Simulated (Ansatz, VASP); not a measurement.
**TiRh: VASP beside Ansatz**

Contents of INCAR:

```
PREC = Accurate
ENCUT = 520
EDIFF = 1E-7
ISMEAR = 0
SIGMA = 0.15
LREAL = False
LASPH = True
NELM = 80
ALGO = Fast
ISIF = 2
LWAVE = False
LCHARG = False
GGA = CA
NBANDS = 20
```

KPOINTS

```
regular mesh
0
Gamma
  16 16 16
```

The input POSCAR:

```
TiRh
1.0
    3.1152020000      0.0000000000      0.0000000000
    0.0000000000      3.1152020000      0.0000000000
    0.0000000000      0.0000000000      2.9594419000
Ti Rh
1 1
Direct
    0.5000000000      0.5000000000      0.5000000000
    0.0000000000      0.0000000000      0.0000000000
```

Input for Ansatz:

```yaml
crystal:
  lattice:
    - [3.115202, 0.0, 0.0]
    - [0.0, 3.115202, 0.0]
    - [0.0, 0.0, 2.9594419]
  atoms:
    - { symbol: Ti, position: [0.5, 0.5, 0.5] }
    - { symbol: Rh, position: [0.0, 0.0, 0.0] }
basis:
  ecutwfc: 420
kpoints:
  mp_grid: { grid: [16, 16, 16] }
hamiltonian:
  xc: lda
scf:
  occupations: { method: gaussian, width: 0.15 }
output:
  forces: true
  stress: true
  eigenvalues: true
```

Change from the starting cell: strain +0.000 along x and y, -0.050 along z, atoms carried along.

Alike in both runs: task single point; functional LDA; k mesh 16 × 16 × 16; occupations gaussian, width 0.15 eV; no spin polarisation.

```csv
,VASP,Ansatz
version,VASP 6.6.1,Ansatz 0.2.0
potentials or method,"VASP PAW LDA potentials, release 64 (Ti_sv, Rh_pv), cutoff 520 eV","scalar-relativistic, plane waves, PAW"
valence electrons in the cell,27,29
```

Ansatz gave:

```
gap on the k mesh at the Fermi level (eV)                     : none
pressure (GPa)                                                : -3.9
traceless stress, the component that is largest in VASP (GPa) : -1.35
```

Q: What did VASP give for the same quantities?

A: gap on the k mesh at the Fermi level (eV): none; pressure (GPa): -3.4; traceless stress, the component that is largest in VASP (GPa): -1.31.

LDA's correlation is that of Perdew and Zunger in VASP and of Perdew and Wang (1992) in Ansatz. A gap of «none» marks a metal or a gap that the smearing closes. VASP's potentials hold 27 valence electrons a cell and Ansatz's 29, so a difference there can come from the potentials and not from the codes.
